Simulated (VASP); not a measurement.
Set up this calculation in VASP 6.6.1, as the native input.

```
Task                    : single point
Functional              : PBE
Potentials or basis     : VASP PAW PBE potentials, release 64 (Os, I)
Cutoff                  : 520 eV
k mesh                  : 16 × 16 × 16
Occupations             : gaussian, width 0.1 eV
Spin                    : collinear spin
Starting moments        : [0.54, 0.0] μB
Dipole correction       : no
k mesh for the DOS      : 24 × 24 × 24
Occupations for the DOS : tetrahedron
Further INCAR settings  : ALGO = Normal; EDIFF = 1e-06
```

The system is OsI.

```
CELL_PARAMETERS angstrom
3.38529 0.00000 0.00000
0.00000 3.38529 0.00000
0.00000 0.00000 3.38529
ATOMIC_POSITIONS crystal
Os 0.50000 0.50000 0.50000
I 0.00000 0.00000 0.00000
```

The input as run:

POSCAR

```
OsI
1.0
    3.3852947666      0.0000000000      0.0000000000
    0.0000000000      3.3852947666      0.0000000000
    0.0000000000      0.0000000000      3.3852947666
Os I
1 1
Direct
    0.5000000000      0.5000000000      0.5000000000
    0.0000000000      0.0000000000      0.0000000000
```

INCAR.step1

```
SYSTEM = OsI
PREC = Accurate ; ENCUT = 520
EDIFF = 1E-6 ; ISMEAR = 0
SIGMA = 0.1 ; LREAL = .False.
LASPH = .True. ; NELM = 150
ALGO = Normal ; ISIF = 2
LWAVE = .False. ; LCHARG = .True.
ISPIN = 2 ; MAGMOM = 0.54 0
LMAXMIX = 4 ; GGA = PE
NBANDS = 18
```

KPOINTS.step1

```
Automatic mesh
0
Gamma
  16 16 16
  0 0 0
```

INCAR.step2

```
SYSTEM = OsI
PREC = Accurate ; ENCUT = 520
EDIFF = 1E-6 ; ISMEAR = -5
SIGMA = 0.1 ; LREAL = .False.
LASPH = .True. ; NELM = 150
ALGO = Normal ; ISIF = 2
LWAVE = .False. ; LCHARG = .False.
ISPIN = 2 ; MAGMOM = 0.54 0
LORBIT = 11 ; LMAXMIX = 4
GGA = PE ; NEDOS = 1001
ICHARG = 11
```

KPOINTS.step2

```
Automatic mesh
0
Gamma
  24 24 24
  0 0 0
```

Potentials or basis: VASP PAW PBE potentials, release 64 (Os, I).

Command:

```console
$ cat potpaw_PBE.64/Os/POTCAR potpaw_PBE.64/I/POTCAR > POTCAR
$ cp INCAR.step1 INCAR
$ cp KPOINTS.step1 KPOINTS
$ mpirun -np 1 vasp_std > vasp.out
$ cp INCAR.step2 INCAR
$ cp KPOINTS.step2 KPOINTS
$ mpirun -np 1 vasp_std > vasp.out
```

It gave:

The net moment is 0.52 μB per cell and the site moments are Os +0.52; I +0.01 μB. The valence electrons inside the program's atomic spheres are Os 6.90; I 4.20.

Wall time 3.1 min on 1 thread of AMD EPYC 9R45 96-Core Processor (Zen 5) (shared host), peak memory 0.43 GiB.
